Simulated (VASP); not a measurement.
# Fe3Co2 (P-3m1) in VASP: a series of runs

Runs on Fe3Co2. Level: PBE. Tasks: single point, relaxation of cell and atoms.

All numbers are computed with VASP 6.6.1; they aren't measurements. Logs are shortened: lines on timing, memory, paths and dates and some standing lists are left out, and cuts for length are marked.

**1. The cell of the first run**

The structure is trigonal, space group P-3m1 (No. 164). The conventional cell has a = 2.482 Å, b = 2.482 Å, c = 19.929 Å, α = 90.00°, β = 90.00°, γ = 120.00°. Within 3.2 Å of Fe (site symmetry 3m) lie 9 Fe at 2.44 to 2.48 Å and 3 Co at 2.47 Å. Within 3.2 Å of Fe (site symmetry 3m) lie 9 Fe at 2.41 to 2.48 Å and 3 Co at 2.44 Å. Fe (site symmetry 3m) has 12 Fe at 2.41 to 2.48 Å within 3.2 Å. Within 3.2 Å of Co (site symmetry 3m) lie 3 Fe at 2.44 Å and 9 Co at 2.48 to 2.49 Å. Within 3.3 Å of Co (site symmetry 3m) lie 3 Fe at 2.47 Å and 9 Co at 2.48 to 2.49 Å.

**2. Single point, PBE, collinear spin, ferrimagnetic start**

The input, INCAR:

```
PREC     = Accurate       # precision mode
ENCUT    = 520            # plane-wave cutoff, eV
EDIFF    = 1E-6           # SCF threshold, eV
ISMEAR   = 0              # smearing method
SIGMA    = 0.1            # smearing width, eV
LREAL    = F              # projectors in reciprocal space
LASPH    = T              # aspherical terms in the spheres
NELM     = 150            # most SCF steps
ALGO     = Normal         # electronic algorithm
ISIF     = 2              # what is computed and relaxed
LWAVE    = F              # write WAVECAR
LCHARG   = T              # write CHGCAR
ISPIN    = 2              # spin polarisation
MAGMOM   = 4 -4 -4 4 4 -4 3 -3 3 3 # initial moments
LORBIT   = 11             # projections on sites
LMAXMIX  = 4              # l up to which the mixer works
GGA      = PE             # functional
LELF     = T              # ELF
LVHAR    = T            
NBANDS   = 57             # bands
```

The input, KPOINTS:

```
regular mesh
0
Gamma
  6 6 1
```

The input, POSCAR:

```
Fe3Co2
1.0
    2.4816090275     -0.0000000028      0.0000000000
   -1.2408045113      2.1491364615      0.0000000000
    0.0000000000      0.0000000000     19.9294564272
Fe Co
6 4
Direct
    0.3333333333      0.6666666667      0.9504110629
    0.3333333333      0.6666666667      0.3525153137
    0.3333333333      0.6666666667      0.5501846096
    0.6666666667      0.3333333333      0.6474848920
    0.6666666667      0.3333333333      0.0495888316
    0.6666666667      0.3333333333      0.4498118031
    0.3333333333      0.6666666667      0.7468543946
    0.3333333333      0.6666666667      0.1508088274
    0.6666666667      0.3333333333      0.8491941025
    0.6666666667      0.3333333333      0.2531461627
```

Potentials or basis: VASP PAW PBE potentials, release 64 (Fe, Co).

The run is started by

```console
cat potpaw_PBE.64/Fe/POTCAR potpaw_PBE.64/Co/POTCAR > POTCAR
mpirun -np 1 vasp_std > vasp.out
```

OUTCAR:

```text
PREC = Accurate
   ENCUT = 520
   EDIFF = 1E-6
   ISMEAR = 0
   LREAL = F
   LASPH = T
   NELM = 150
   ISIF = 2
   ISPIN = 2
   LORBIT = 11
   GGA = PE

 ion  position               nearest neighbor table
   1  0.333  0.667  0.950-   5 2.44   5 2.44   5 2.44   9 2.47   9 2.47   9 2.47
   2  0.333  0.667  0.353-   6 2.41   6 2.41   6 2.41  10 2.44  10 2.44  10 2.44
   3  0.333  0.667  0.550-   4 2.41   4 2.41   4 2.41   6 2.46   6 2.46   6 2.46
   4  0.667  0.333  0.647-   3 2.41   3 2.41   3 2.41   7 2.44   7 2.44   7 2.44
   5  0.667  0.333  0.050-   1 2.44   1 2.44   1 2.44   8 2.47   8 2.47   8 2.47
   6  0.667  0.333  0.450-   2 2.41   2 2.41   2 2.41   3 2.46   3 2.46   3 2.46
   7  0.333  0.667  0.747-   4 2.44   4 2.44   4 2.44   9 2.49   9 2.49   9 2.49
   8  0.333  0.667  0.151-   5 2.47   5 2.47   5 2.47  10 2.49  10 2.49  10 2.49
   9  0.667  0.333  0.849-   1 2.47   1 2.47   1 2.47   7 2.49   7 2.49   7 2.49
  10  0.667  0.333  0.253-   2 2.44   2 2.44   2 2.44   8 2.49   8 2.49   8 2.49

  LATTYP: Found a hexagonal cell.
 ALAT       =     2.4816090275
 C/A-ratio  =     8.0308607062

  Lattice vectors:

 A1 = (   2.4816090275,  -0.0000000028,   0.0000000000)
 A2 = (  -1.2408045113,   2.1491364615,   0.0000000000)
 A3 = (   0.0000000000,   0.0000000000,  19.9294564272)

Analysis of symmetry for initial positions (statically):
=====================================================================
 Subroutine PRICEL returns:
 Original cell was already a primitive cell.

 Routine SETGRP: Setting up the symmetry group for a
 hexagonal supercell.

 Subroutine GETGRP returns: Found 12 space group operations
 (whereof 12 operations were pure point group operations)
 out of a pool of 24 trial point group operations.

The static configuration has the point symmetry D_3d.

Analysis of symmetry for dynamics (positions and initial velocities):
=====================================================================
 Subroutine PRICEL returns:
 Original cell was already a primitive cell.

 Routine SETGRP: Setting up the symmetry group for a
 hexagonal supercell.

 Subroutine GETGRP returns: Found 12 space group operations
 (whereof 12 operations were pure point group operations)
 out of a pool of 24 trial point group operations.

The dynamic configuration has the point symmetry D_3d.

Analysis of structural, dynamic, and magnetic symmetry:
=====================================================================
 Subroutine PRICEL returns:
 Original cell was already a primitive cell.

 Routine SETGRP: Setting up the symmetry group for a
 hexagonal supercell.

 Subroutine GETGRP returns: Found  6 space group operations
 (whereof  6 operations were pure point group operations)
 out of a pool of 24 trial point group operations.

The overall configuration has the point symmetry C_3v.

 Subroutine INISYM returns: Found  6 space group operations
 (whereof  6 operations are pure point group operations),
 and found     1 'primitive' translations

----------------------------------------------------------------------------------------

                                     Primitive cell

  volume of cell :     106.2901

  direct lattice vectors                    reciprocal lattice vectors
     2.481609027 -0.000000003  0.000000000     0.402964363  0.232651583  0.000000000
    -1.240804511  2.149136461  0.000000000     0.000000001  0.465303166  0.000000000
     0.000000000  0.000000000 19.929456427     0.000000000  0.000000000  0.050176983

  length of vectors
     2.481609027  2.481609028 19.929456427     0.465303166  0.465303166  0.050176983

  position of ions in fractional coordinates (direct lattice)
     0.333333333  0.666666667  0.950411063
     0.333333333  0.666666667  0.352515314
     0.333333333  0.666666667  0.550184610
     0.666666667  0.333333333  0.647484892
     0.666666667  0.333333333  0.049588832
     0.666666667  0.333333333  0.449811803
     0.333333333  0.666666667  0.746854395
     0.333333333  0.666666667  0.150808827
     0.666666667  0.333333333  0.849194103
     0.666666667  0.333333333  0.253146163

  ion indices of the primitive-cell ions
   primitive index   ion index
                 1           1
                 2           2
                 3           3
                 4           4
                 5           5
                 6           6
                 7           7
                 8           8
                 9           9
                10          10

----------------------------------------------------------------------------------------

 KPOINTS: regular mesh

Automatic generation of k-mesh.
 Grid dimensions read from file:
 generate k-points for:    6    6    1

 Generating k-lattice:

  Cartesian coordinates                     Fractional coordinates (reciprocal lattice)
     0.067160727  0.038775264  0.000000000     0.166666667  0.000000000  0.000000000
     0.000000000  0.077550528  0.000000000     0.000000000  0.166666667  0.000000000
     0.000000000  0.000000000  0.050176983     0.000000000  0.000000000  1.000000000

  Length of vectors
     0.077550528  0.077550528  0.050176983

  Shift w.r.t. Gamma in fractional coordinates (k-lattice)
     0.000000000  0.000000000  0.000000000

 Subroutine IBZKPT returns following result:
 ===========================================

 Found      7 irreducible k-points:

 Following reciprocal coordinates:
            Coordinates               Weight
  0.000000  0.000000  0.000000      1.000000
  0.166667  0.000000  0.000000      6.000000
  0.333333  0.000000  0.000000      6.000000
  0.500000 -0.000000  0.000000      3.000000
  0.166667  0.166667  0.000000      6.000000
  0.333333  0.166667  0.000000     12.000000
  0.333333  0.333333  0.000000      2.000000
   k-points           NKPTS =      7   k-points in BZ     NKDIM =      7   number of bands    NBANDS=     57
   number of dos      NEDOS =    301   number of ions     NIONS =     10
   total plane-waves  NPLWV =  48600
   dimension x,y,z NGX =    18 NGY =   18 NGZ =  150
   dimension x,y,z NGXF=    36 NGYF=   36 NGZF=  300
   ions per type =               6   4
   NGX,Y,Z   is equivalent  to a cutoff of  12.06, 12.06, 12.51 a.u.
   NGXF,Y,Z  is equivalent  to a cutoff of  24.12, 24.12, 25.03 a.u.
 SYSTEM =  unknown system
   PREC   = accura    normal or accurate (medium, high low for compatibility)
   ISTART =      0    job   : 0-new  1-cont  2-samecut
   ICHARG =      2    charge: 1-file 2-atom 10-const
   ISPIN  =      2    spin polarized calculation?
   LNONCOLLINEAR =      F non collinear calculations
   LSORBIT =      F    spin-orbit coupling
   LASPH  =      T    aspherical Exc in radial PAW
   ENCUT  =  520.0 eV  38.22 Ry    6.18 a.u.   4.61  4.61 37.06*2*pi/ulx,y,z
   NELM   =    150;   NELMIN=  2; NELMDL= -5     # of ELM steps
   EDIFF  = 0.1E-05   stopping-criterion for ELM
   LREAL  =      F    real-space projection
   EDIFFG = 0.1E-04   stopping-criterion for IOM
   NSW    =      0    number of steps for IOM
   IBRION =     -1    ionic relax: 0-MD 1-quasi-New 2-CG
   NFREE  =      0    steps in history (QN), initial steepest desc. (CG)
   ISIF   =      2    stress and relaxation
   ISYM   =      2    0-nonsym 1-usesym 2-fastsym
   POTIM  = 0.5000    time-step for ionic-motion
   TEBEG  =    0.0;   TEEND  =   0.0 temperature during run
   PSTRESS=    0.0 pullay stress
   NELECT =      84.0000    total number of electrons
   NUPDOWN=      -1.0000    fix difference up-down
   EMIN   =  10.00;   EMAX   =-10.00  energy-range for DOS
   EFERMI =   0.00;   METHOD = LEGACY
   ISMEAR =     0;   SIGMA  =   0.10  broadening in eV -4-tet -1-fermi 0-gaus
   EFERMI_NEDOS =   21; number of points for ismear=-14 and -15
   IALGO  =     38    algorithm
   IMIX   =      4    mixing-type and parameters
     AMIX     =   0.40;   BMIX     =  1.00
     AMIX_MAG =   1.60;   BMIX_MAG =  1.00
  volume/ion in A,a.u.               =      10.63        71.73
  Fermi-wavevector in a.u.,A,eV,Ry     =   1.513574  2.860240 31.169672  2.290906
  Thomas-Fermi vector in A             =   2.623347
   LORBIT       =     11    0 simple, 1 ext, 2 COOP (PROOUT), +10 PAW based schemes
   GGA     = PE    functional components
   LHFCALC =     F    Hartree Fock is set to
   AEXX    =    0.0000 exact exchange contribution
   IVDW    =     0    specifies the selected vdW correction
   LEPSILON=     F    determine dielectric tensor
   LRPA    =     F    only Hartree local field effects (RPA)
 spin polarized calculation
 Gauss-broadening in eV      SIGMA  =   0.10
  energy-cutoff  :      520.00
  volume of cell :      106.29
 maximum number of plane-waves:      2888
   NGX =  9   NGY =  9   NGZ = 75

 number of electron      83.9999979 magnetization       3.6741065

 Free energy of the ion-electron system (eV)
  ---------------------------------------------------
  ext. energy  EPLUGINS =         0.00000000
  ---------------------------------------------------
  free energy    TOTEN  =       -76.59415955 eV

  energy without entropy =      -76.53477514  energy(sigma->0) =      -76.56446734

 E-fermi :   8.1248     XC(G=0): -13.5232

 val. band max:        8.0683839449   @ k =   0.5000  -0.0000   0.0000
 cond. band min:       8.1371034213   @ k =   0.1667   0.0000   0.0000
 fundamental gap:      0.0687194764
 Fermi energy:         8.1248100961

 spin component 1

 k-point     1 :       0.0000    0.0000    0.0000
  band No.  band energies     occupation
      1      -0.7452      1.00000
      2      -0.3566      1.00000
      3      -0.2889      1.00000
      4       0.8149      1.00000
      5       0.8559      1.00000
      6       2.2699      1.00000
[... 388 lines left out ...]
     53      13.8844      0.00000
     54      13.8899      0.00000
 Fermi energy:         8.1248100961

 spin component 2

 k-point     1 :       0.0000    0.0000    0.0000
  band No.  band energies     occupation
      1      -0.7267      1.00000
      2      -0.3574      1.00000
      3      -0.2321      1.00000
      4       0.8458      1.00000
      5       0.8935      1.00000
      6       2.3288      1.00000
[... 388 lines left out ...]
     53      13.8657      0.00000
     54      14.0389      0.00000
 [bands above 54 left out]

------------------------ aborting loop because EDIFF is reached ----------------------------------------

  FORCE on cell =-STRESS in cart. coord.  units (eV):
  Direction    XX          YY          ZZ          XY          YZ          ZX
  --------------------------------------------------------------------------------------
  -------------------------------------------------------------------------------------
  Total        0.4055722      0.4055722      2.7306310      0.0000000      0.0000000      0.0000000
  in kB        6.1134449      6.1134449     41.1605141      0.0000000      0.0000000      0.0000000
  external PRESSURE =      17.7958013 kB  Pullay stress =       0.0000000 kB

 VOLUME and BASIS-vectors are now :
 -----------------------------------------------------------------------------
  energy-cutoff  :      520.00
  volume of cell :      106.29
      direct lattice vectors                 reciprocal lattice vectors
     2.481609027 -0.000000003  0.000000000     0.402964363  0.232651583  0.000000000
    -1.240804511  2.149136461  0.000000000     0.000000001  0.465303166  0.000000000
     0.000000000  0.000000000 19.929456427     0.000000000  0.000000000  0.050176983

 POSITION                                       TOTAL-FORCE (eV/Angst)
 -----------------------------------------------------------------------------------
      0.00000      1.43276     18.94118        -0.000000     -0.000000     -0.775308
      0.00000      1.43276      7.02544         0.000000     -0.000000      0.128175
      0.00000      1.43276     10.96488         0.000000      0.000000     -0.050757
      1.24080      0.71638     12.90402         0.000000      0.000000      0.015087
      1.24080      0.71638      0.98828         0.000000     -0.000000      0.984080
      1.24080      0.71638      8.96450         0.000000     -0.000000      0.101778
      0.00000      1.43276     14.88440        -0.000000      0.000000      0.018654
      0.00000      1.43276      3.00554         0.000000      0.000000      0.134675
      1.24080      0.71638     16.92398        -0.000000     -0.000000     -0.185227
      1.24080      0.71638      5.04507        -0.000000      0.000000     -0.371157
 -----------------------------------------------------------------------------------
    total drift:                                0.000000     -0.000000     -0.012730

  FREE ENERGIE OF THE ION-ELECTRON SYSTEM (eV)
  ---------------------------------------------------
  free  energy   TOTEN  =       -76.5941595497 eV

  energy  without entropy=      -76.5347751388  energy(sigma->0) =      -76.56446734

 total charge

# of ion       s       p       d       tot
------------------------------------------
    1        0.516   0.582   6.292   7.389
    2        0.523   0.600   6.319   7.442
    3        0.526   0.614   6.300   7.440
    4        0.524   0.599   6.318   7.441
    5        0.517   0.578   6.253   7.349
    6        0.525   0.612   6.301   7.439
    7        0.500   0.540   7.281   8.320
    8        0.497   0.530   7.284   8.310
    9        0.494   0.532   7.274   8.300
   10        0.500   0.537   7.287   8.324
--------------------------------------------------
tot          5.121   5.725  66.908  77.754

 magnetization (x)

# of ion       s       p       d       tot
------------------------------------------
    1       -0.010  -0.040   1.964   1.914
    2        0.001   0.017  -1.358  -1.340
    3       -0.006  -0.013  -1.236  -1.255
    4       -0.002  -0.018   1.133   1.113
    5       -0.006  -0.005   1.608   1.597
    6        0.007   0.017   1.149   1.173
    7       -0.013  -0.049   1.499   1.438
    8        0.001   0.019  -1.265  -1.244
    9       -0.018  -0.052   1.653   1.582
   10        0.008   0.040  -1.491  -1.442
--------------------------------------------------
tot         -0.038  -0.084   3.657   3.535
```

Wall time 7.1 min (1 thread of Intel Xeon 6975P-C (Granite Rapids), shared host); peak memory 0.29 GiB.

Results:

| Item | Value |
| --- | --- |
| Free energy | -76.5942 eV |
| Pressure | 1.8 GPa |
| Largest force | 0.984 eV/Å |
| Net moment | 3.67 μB per cell |
| Site moments | Fe +1.91, -1.34, -1.25, +1.11, +1.60, +1.17; Co +1.44, -1.24, +1.58, -1.44 μB |
| Valence electrons inside the program's atomic spheres | Fe 7.39, 7.44, 7.35 (each value once); Co 8.32, 8.31, 8.30 (each value once) |

Forces on the atoms (eV/Å):
```
Fe   0.000  0.000 -0.775
Fe   0.000  0.000  0.128
Fe   0.000  0.000 -0.051
Fe   0.000  0.000  0.015
Fe   0.000  0.000  0.984
Fe   0.000  0.000  0.102
Co   0.000  0.000  0.019
Co   0.000  0.000  0.135
Co   0.000  0.000 -0.185
Co   0.000  0.000 -0.371
```

Stress tensor (GPa, compression positive):
```
0.61 0.00 0.00
0.00 0.61 0.00
0.00 0.00 4.12
```

Levels at points of the mesh, in eV from the Fermi level:
Spin up:
```csv
k point,band 42,band 43,band 44,band 45,band 46,band 47,band 48,band 49
"(0.00, 0.00, 0.00)",-0.87,-0.87,-0.78,-0.78,-0.51,-0.51,-0.32,-0.32
"(0.50, 0.00, 0.00)",0.46,0.47,0.56,0.70,0.93,1.10,1.19,1.33
```
Spin down:
```csv
k point,band 37,band 38,band 39,band 40,band 41,band 42,band 43,band 44,band 45,band 46
"(0.00, 0.00, 0.00)",-0.77,-0.77,-0.67,-0.56,-0.56,-0.44,-0.44,-0.25,-0.25,-0.21
"(0.50, 0.00, 0.00)",0.20,0.31,0.39,0.68,0.69,0.87,1.11,1.25,1.42,1.42
```

Caveat: the k points lie up to 0.49 Å⁻¹ apart.

[end of part 1 of 2]
